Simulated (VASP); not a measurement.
# TlRu2 (Fm-3m) in VASP: a series of runs

The runs below take TlRu2 through single point, relaxation of cell and atoms, with PBE.

Everything below comes from runs of VASP 6.6.1. Logs are shortened: lines on timing, memory, paths and dates and some standing lists are left out, and cuts for length are marked.

## (1) The cell of the first run

The structure is cubic, space group Fm-3m (No. 225). Conventional cell: a = 5.995 Å, b = 5.995 Å, c = 5.995 Å, α = 90.00°, β = 90.00°, γ = 90.00°. Within 3.4 Å of Tl (site symmetry m-3m) lie 8 Ru at 2.60 Å. Ru (site symmetry -43m) has 4 Tl at 2.60 Å and 6 Ru at 3.00 Å within 3.4 Å.

## (2) Single point, PBE

Contents of INCAR:

```
SYSTEM = TlRu2
  ALGO = Normal
  EDIFF = 1E-6
  ENCUT = 520
  GGA = PE
  ISIF = 2
  ISMEAR = 0
  LASPH = .TRUE.
  LCHARG = .FALSE.
  LREAL = .FALSE.
  LWAVE = .FALSE.
  NBANDS = 28
  NELM = 80
  PREC = Accurate
  SIGMA = 0.1
```

Contents of KPOINTS:

```
k-points
0
G
  6 6 6
  0 0 0
```

Contents of POSCAR:

```
TlRu2
1.0
    0.0000000000      2.9974923681      2.9974923681
    2.9974923681      0.0000000000      2.9974923681
    2.9974923681      2.9974923681      0.0000000000
Tl Ru
1 2
Direct
    0.0000000000      0.0000000000      0.0000000000
    0.2500000000      0.2500000000      0.2500000000
    0.7500000000      0.7500000000      0.7500000000
```

Potentials or basis: VASP PAW PBE potentials, release 64 (Tl_d, Ru_pv).

Command:

```
cat potpaw_PBE.64/Tl_d/POTCAR potpaw_PBE.64/Ru_pv/POTCAR > POTCAR
mpirun -np 1 vasp_std > vasp.out
```

OUTCAR:

```text
SYSTEM = TlRu2
   EDIFF = 1E-6
   ENCUT = 520
   GGA = PE
   ISIF = 2
   ISMEAR = 0
   LASPH = .TRUE.
   LREAL = .FALSE.
   NELM = 80
   PREC = Accurate

 ion  position               nearest neighbor table
   1  0.000  0.000  0.000-   2 2.60   3 2.60   3 2.60   3 2.60   3 2.60   2 2.60   2 2.60   2 2.60

   2  0.250  0.250  0.250-   1 2.60   1 2.60   1 2.60   1 2.60   3 3.00   3 3.00   3 3.00   3 3.00
                             3 3.00   3 3.00
   3  0.750  0.750  0.750-   1 2.60   1 2.60   1 2.60   1 2.60   2 3.00   2 3.00   2 3.00   2 3.00
                             2 3.00   2 3.00

  LATTYP: Found a face centered cubic cell.
 ALAT       =     5.9949847362

  Lattice vectors:

 A1 = (   0.0000000000,   2.9974923681,   2.9974923681)
 A2 = (   2.9974923681,   0.0000000000,   2.9974923681)
 A3 = (   2.9974923681,   2.9974923681,   0.0000000000)

Analysis of symmetry for initial positions (statically):
=====================================================================
 Subroutine PRICEL returns:
 Original cell was already a primitive cell.

 Routine SETGRP: Setting up the symmetry group for a
 face centered cubic supercell.

 Subroutine GETGRP returns: Found 48 space group operations
 (whereof 48 operations were pure point group operations)
 out of a pool of 48 trial point group operations.

The static configuration has the point symmetry O_h .

Analysis of symmetry for dynamics (positions and initial velocities):
=====================================================================
 Subroutine PRICEL returns:
 Original cell was already a primitive cell.

 Routine SETGRP: Setting up the symmetry group for a
 face centered cubic supercell.

 Subroutine GETGRP returns: Found 48 space group operations
 (whereof 48 operations were pure point group operations)
 out of a pool of 48 trial point group operations.

The dynamic configuration has the point symmetry O_h .

 Subroutine INISYM returns: Found 48 space group operations
 (whereof 48 operations are pure point group operations),
 and found     1 'primitive' translations

----------------------------------------------------------------------------------------

                                     Primitive cell

  volume of cell :      53.8647

  direct lattice vectors                    reciprocal lattice vectors
     0.000000000  2.997492368  2.997492368    -0.166806096  0.166806096  0.166806096
     2.997492368  0.000000000  2.997492368     0.166806096 -0.166806096  0.166806096
     2.997492368  2.997492368  0.000000000     0.166806096  0.166806096 -0.166806096

  length of vectors
     4.239094360  4.239094360  4.239094360     0.288916633  0.288916633  0.288916633

  position of ions in fractional coordinates (direct lattice)
     0.000000000  0.000000000  0.000000000
     0.250000000  0.250000000  0.250000000
     0.750000000  0.750000000  0.750000000

  ion indices of the primitive-cell ions
   primitive index   ion index
                 1           1
                 2           2
                 3           3

----------------------------------------------------------------------------------------

 KPOINTS: k-points

Automatic generation of k-mesh.
 Grid dimensions read from file:
 generate k-points for:    6    6    6

 Generating k-lattice:

  Cartesian coordinates                     Fractional coordinates (reciprocal lattice)
    -0.027801016  0.027801016  0.027801016     0.166666667  0.000000000  0.000000000
     0.027801016 -0.027801016  0.027801016     0.000000000  0.166666667  0.000000000
     0.027801016  0.027801016 -0.027801016     0.000000000  0.000000000  0.166666667

  Length of vectors
     0.048152772  0.048152772  0.048152772

  Shift w.r.t. Gamma in fractional coordinates (k-lattice)
     0.000000000  0.000000000  0.000000000

 Subroutine IBZKPT returns following result:
 ===========================================

 Found     16 irreducible k-points:

 Following reciprocal coordinates:
            Coordinates               Weight
  0.000000  0.000000  0.000000      1.000000
  0.166667  0.000000  0.000000      8.000000
  0.333333  0.000000  0.000000      8.000000
  0.500000  0.000000  0.000000      4.000000
  0.166667  0.166667  0.000000      6.000000
  0.333333  0.166667  0.000000     24.000000
[... 8 lines left out ...]
 -0.333333  0.333333  0.166667     24.000000
 -0.333333  0.500000  0.166667     12.000000
   k-points           NKPTS =     16   k-points in BZ     NKDIM =     16   number of bands    NBANDS=     28
   number of dos      NEDOS =    301   number of ions     NIONS =      3
   total plane-waves  NPLWV =  32768
   dimension x,y,z NGX =    32 NGY =   32 NGZ =   32
   dimension x,y,z NGXF=    64 NGYF=   64 NGZF=   64
   ions per type =               1   2
   NGX,Y,Z   is equivalent  to a cutoff of  12.55, 12.55, 12.55 a.u.
   NGXF,Y,Z  is equivalent  to a cutoff of  25.10, 25.10, 25.10 a.u.
 SYSTEM =  TlRu2
   PREC   = accura    normal or accurate (medium, high low for compatibility)
   ISTART =      0    job   : 0-new  1-cont  2-samecut
   ICHARG =      2    charge: 1-file 2-atom 10-const
   ISPIN  =      1    spin polarized calculation?
   LNONCOLLINEAR =      F non collinear calculations
   LSORBIT =      F    spin-orbit coupling
   LASPH  =      T    aspherical Exc in radial PAW
   ENCUT  =  520.0 eV  38.22 Ry    6.18 a.u.   7.88  7.88  7.88*2*pi/ulx,y,z
   NELM   =     80;   NELMIN=  2; NELMDL= -5     # of ELM steps
   EDIFF  = 0.1E-05   stopping-criterion for ELM
   LREAL  =      F    real-space projection
   EDIFFG = 0.1E-04   stopping-criterion for IOM
   NSW    =      0    number of steps for IOM
   IBRION =     -1    ionic relax: 0-MD 1-quasi-New 2-CG
   NFREE  =      0    steps in history (QN), initial steepest desc. (CG)
   ISIF   =      2    stress and relaxation
   ISYM   =      2    0-nonsym 1-usesym 2-fastsym
   POTIM  = 0.5000    time-step for ionic-motion
   TEBEG  =    0.0;   TEEND  =   0.0 temperature during run
   PSTRESS=    0.0 pullay stress
   NELECT =      41.0000    total number of electrons
   NUPDOWN=      -1.0000    fix difference up-down
   EMIN   =  10.00;   EMAX   =-10.00  energy-range for DOS
   EFERMI =   0.00;   METHOD = LEGACY
   ISMEAR =     0;   SIGMA  =   0.10  broadening in eV -4-tet -1-fermi 0-gaus
   EFERMI_NEDOS =   21; number of points for ismear=-14 and -15
   IALGO  =     38    algorithm
   IMIX   =      4    mixing-type and parameters
     AMIX     =   0.40;   BMIX     =  1.00
     AMIX_MAG =   1.60;   BMIX_MAG =  1.00
  volume/ion in A,a.u.               =      17.95       121.17
  Fermi-wavevector in a.u.,A,eV,Ry     =   1.494748  2.824664 30.399118  2.234272
  Thomas-Fermi vector in A             =   2.606981
   LORBIT       =      0    0 simple, 1 ext, 2 COOP (PROOUT), +10 PAW based schemes
   GGA     = PE    functional components
   LHFCALC =     F    Hartree Fock is set to
   AEXX    =    0.0000 exact exchange contribution
   IVDW    =     0    specifies the selected vdW correction
   LEPSILON=     F    determine dielectric tensor
   LRPA    =     F    only Hartree local field effects (RPA)
 non-spin polarized calculation
 Gauss-broadening in eV      SIGMA  =   0.10
  energy-cutoff  :      520.00
  volume of cell :       53.86
 maximum number of plane-waves:      1464
   NGX = 15   NGY = 15   NGZ = 15

 number of electron      41.0000012 magnetization

 Free energy of the ion-electron system (eV)
  ---------------------------------------------------
  ext. energy  EPLUGINS =         0.00000000
  ---------------------------------------------------
  free energy    TOTEN  =       -16.11040872 eV

  energy without entropy =      -16.07422052  energy(sigma->0) =      -16.09231462

 E-fermi :   9.2929     XC(G=0): -12.3139

 val. band max:        9.2796620472   @ k =  -0.3333   0.1667   0.0000
 cond. band min:       9.2986075254   @ k =   0.1667   0.0000   0.0000
 fundamental gap:      0.0189454782
 Fermi energy:         9.2929274975

 k-point     1 :       0.0000    0.0000    0.0000
  band No.  band energies     occupation
      1     -32.8863      2.00000
      2     -32.8863      2.00000
      3     -32.8863      2.00000
      4     -32.7278      2.00000
      5     -32.7278      2.00000
      6     -32.7278      2.00000
[... 20 lines left out ...]
     27      17.9538      0.00000
     28      17.9538      0.00000

 k-point     2 :       0.1667    0.0000    0.0000
  band No.  band energies     occupation
      1     -32.8758      2.00000
      2     -32.8758      2.00000
      3     -32.8753      2.00000
      4     -32.7413      2.00000
      5     -32.7386      2.00000
      6     -32.7386      2.00000
[... 20 lines left out ...]
     27      18.5395      0.00000
     28      18.5511      0.00000

 k-point     3 :       0.3333    0.0000    0.0000
  band No.  band energies     occupation
      1     -32.8478      2.00000
      2     -32.8471      2.00000
      3     -32.8471      2.00000
      4     -32.7741      2.00000
      5     -32.7680      2.00000
      6     -32.7680      2.00000
[... 20 lines left out ...]
     27      18.4302      0.00000
     28      18.8906      0.00000

 k-point     4 :       0.5000    0.0000    0.0000
  band No.  band energies     occupation
      1     -32.8160      2.00000
      2     -32.8096      2.00000
      3     -32.8096      2.00000
      4     -32.8084      2.00000
      5     -32.8059      2.00000
      6     -32.8059      2.00000
[... 330 lines left out ...]
     27      18.9667      0.00000
     28      19.3323      0.00000

 k-point    15 :      -0.3333    0.3333    0.1667
  band No.  band energies     occupation
      1     -32.9035      2.00000
      2     -32.8969      2.00000
      3     -32.8089      2.00000
      4     -32.8077      2.00000
      5     -32.7208      2.00000
      6     -32.7178      2.00000
[... 20 lines left out ...]
     27      18.8653      0.00000
     28      21.4045      0.00000

 k-point    16 :      -0.3333    0.5000    0.1667
  band No.  band energies     occupation
      1     -32.9222      2.00000
      2     -32.9065      2.00000
      3     -32.8542      2.00000
      4     -32.7616      2.00000
      5     -32.7105      2.00000
      6     -32.7006      2.00000
[... 20 lines left out ...]
     27      18.6353      0.00000
     28      21.2407      0.00000

------------------------ aborting loop because EDIFF is reached ----------------------------------------

  FORCE on cell =-STRESS in cart. coord.  units (eV):
  Direction    XX          YY          ZZ          XY          YZ          ZX
  --------------------------------------------------------------------------------------
  -------------------------------------------------------------------------------------
  Total        5.4595691      5.4595691      5.4595691      0.0000000      0.0000000     -0.0000000
  in kB      162.3920234    162.3920234    162.3920234      0.0000000      0.0000000     -0.0000000
  external PRESSURE =     162.3920234 kB  Pullay stress =       0.0000000 kB

 VOLUME and BASIS-vectors are now :
 -----------------------------------------------------------------------------
  energy-cutoff  :      520.00
  volume of cell :       53.86
      direct lattice vectors                 reciprocal lattice vectors
     0.000000000  2.997492368  2.997492368    -0.166806096  0.166806096  0.166806096
     2.997492368  0.000000000  2.997492368     0.166806096 -0.166806096  0.166806096
     2.997492368  2.997492368  0.000000000     0.166806096  0.166806096 -0.166806096

 POSITION                                       TOTAL-FORCE (eV/Angst)
 -----------------------------------------------------------------------------------
      0.00000      0.00000      0.00000        -0.000000     -0.000000     -0.000000
      1.49875      1.49875      1.49875        -0.000000     -0.000000      0.000000
      4.49624      4.49624      4.49624         0.000000      0.000000     -0.000000
 -----------------------------------------------------------------------------------
    total drift:                                0.000000     -0.000000      0.000000

  FREE ENERGIE OF THE ION-ELECTRON SYSTEM (eV)
  ---------------------------------------------------
  free  energy   TOTEN  =       -16.1104087208 eV

  energy  without entropy=      -16.0742205155  energy(sigma->0) =      -16.09231462
```

Wall time 30 s (1 thread of Intel Xeon 8259CL, shared host); peak memory 0.18 GiB.

Results:

| Quantity | Value |
| --- | --- |
| Free energy | -16.1104 eV |
| Pressure | 16.2 GPa |
| Band gap on the k mesh | zero (an odd number of electrons rules out a gap without spin polarisation) |

Levels at points of the mesh, in eV from the Fermi level:
```tsv
k point	band 17	band 18	band 19	band 20	band 21	band 22	band 23	band 24
(0.00, 0.00, 0.00)	-2.57	0.45	0.45	0.45	1.38	1.38	5.22	7.83
(0.50, 0.00, 0.00)	-1.33	-1.20	-1.20	-1.02	-0.49	-0.49	0.41	6.78
(0.50, 0.50, 0.00)	-1.56	-1.54	-0.20	-0.20	0.20	1.14	1.14	1.29
```

Caveat: the cell stands under pressure; spin-orbit coupling is left out, which moves the levels of the heavy elements.

## (3) Single point, PBE

This run uses another cell than the first one, of 19.76 Å³/atom.

Contents of INCAR:

```
ALGO = Fast
EDIFF = 1E-7
ENCUT = 520
GGA = PE
ISIF = 2
ISMEAR = 0
LASPH = True
LCHARG = False
LREAL = False
LWAVE = False
NBANDS = 28
NELM = 60
PREC = Accurate
SIGMA = 0.1
```

Contents of KPOINTS:

```
k-points
0
Gamma
  6 6 6
```

Contents of POSCAR:

```
TlRu2
1.0
    0.0000000000      3.0947512188      3.0947512188
    3.0947512188      0.0000000000      3.0947512188
    3.0947512188      3.0947512188      0.0000000000
Tl Ru
1 2
Direct
    0.0000000000      0.0000000000      0.0000000000
    0.2500000000      0.2500000000      0.2500000000
    0.7500000000      0.7500000000      0.7500000000
```

Potentials or basis: VASP PAW PBE potentials, release 64 (Tl_d, Ru_pv).

Command:

```
cat potpaw_PBE.64/Tl_d/POTCAR potpaw_PBE.64/Ru_pv/POTCAR > POTCAR
mpirun -np 1 vasp_std > vasp.out
```

Run time: 76 s. Hardware: 1 thread of Intel Xeon 8259CL, shared host; peak memory 0.21 GiB.

The run converged. Its results:

- Free energy: -16.3618 eV
- Pressure: -0.1 GPa
- Band gap on the k mesh: zero (an odd number of electrons rules out a gap without spin polarisation)

Levels at points of the mesh, in eV from the Fermi level:
```
           k point  band 18  band 19  band 20  band 21  band 22  band 23
(0.00, 0.00, 0.00)     0.39     0.39     0.39     1.20     1.20     4.85
(0.50, 0.00, 0.00)    -0.98    -0.98    -0.86    -0.44    -0.44     0.32
(0.50, 0.50, 0.00)    -1.33    -0.20    -0.20     0.21     1.13     1.18
```

Caveat: spin-orbit coupling is left out, which moves the levels of the heavy elements.

## (4) Relaxation of cell and atoms, PBE

Contents of INCAR:

```
PREC = Accurate
ENCUT = 600
EDIFF = 1E-6
ISMEAR = 0
SIGMA = 0.1
LREAL = False
LASPH = True
NELM = 80
ALGO = Normal
ISIF = 3
LWAVE = False
LCHARG = False
GGA = PE
IBRION = 2
NSW = 90
EDIFFG = -0.04
```

Contents of KPOINTS:

```
regular mesh
0
Gamma
  6 6 6
```

Contents of POSCAR:

```
TlRu2
1.0
    0.0000000000      2.9974923681      2.9974923681
    2.9974923681      0.0000000000      2.9974923681
    2.9974923681      2.9974923681      0.0000000000
Tl Ru
1 2
Direct
    0.0000000000      0.0000000000      0.0000000000
    0.2500000000      0.2500000000      0.2500000000
    0.7500000000      0.7500000000      0.7500000000
```

Command:

```
cat potpaw_PBE.64/Tl_d/POTCAR potpaw_PBE.64/Ru_pv/POTCAR > POTCAR
mpirun -np 1 vasp_std > vasp.out
```

Wall time 2.4 min (1 thread of Intel Xeon 8259CL, shared host); peak memory 0.23 GiB.

It converged, with:

```
Free energy                           : -16.3581 eV
Relaxed volume                        : 19.76 Å³/atom
Relaxed cell                          : a = 4.377 Å, b = 4.377 Å, c = 4.377 Å, α = 60.00°, β = 60.00°, γ = 60.00°
Space group after relaxing (to 0.1 Å) : Fm-3m (No. 225)
Energy gained by relaxing             : 82.5 meV/atom
Ionic steps                           : 4
Pressure after relaxing               : -0.1 GPa
Band gap on the k mesh                : zero (an odd number of electrons rules out a gap without spin polarisation)
```

Step by step:
```tsv
step	energy change (eV)	largest force (eV/Å)	pressure (GPa)	volume (Å³)
1	0.0000	0.0000	16.25	53.86
2	0.2668	0.0000	-13.83	69.34
3	-0.2472	0.0000	-0.56	59.50
4	-0.2476	0.0000	-0.10	59.29
```

Final structure:
```cif
data_structure
_symmetry_space_group_name_H-M 'P 1'
_symmetry_Int_Tables_number 1
_cell_length_a 4.3769
_cell_length_b 4.3769
_cell_length_c 4.3769
_cell_angle_alpha 60.000
_cell_angle_beta 60.000
_cell_angle_gamma 60.000
_cell_volume 59.29
loop_
_atom_site_label
_atom_site_type_symbol
_atom_site_fract_x
_atom_site_fract_y
_atom_site_fract_z
_atom_site_occupancy
Tl1 Tl 0.00000 0.00000 0.00000 1
Ru1 Ru 0.25000 0.25000 0.25000 1
Ru2 Ru 0.75000 0.75000 0.75000 1
```

Levels at points of the mesh, in eV from the Fermi level:
```tsv
k point	band 16	band 17	band 18	band 19	band 20	band 21	band 22	band 23	band 24
(0.00, 0.00, 0.00)	-2.26	-2.26	0.39	0.39	0.39	1.20	1.20	4.85	7.27
(0.50, 0.00, 0.00)	-1.14	-1.14	-0.98	-0.98	-0.86	-0.44	-0.44	0.32	6.17
(0.50, 0.50, 0.00)	-1.34	-1.34	-1.33	-0.20	-0.20	0.21	1.13	1.18	1.18
```

Caveat: spin-orbit coupling is left out, which moves the levels of the heavy elements.

[end of part 1 of 2]
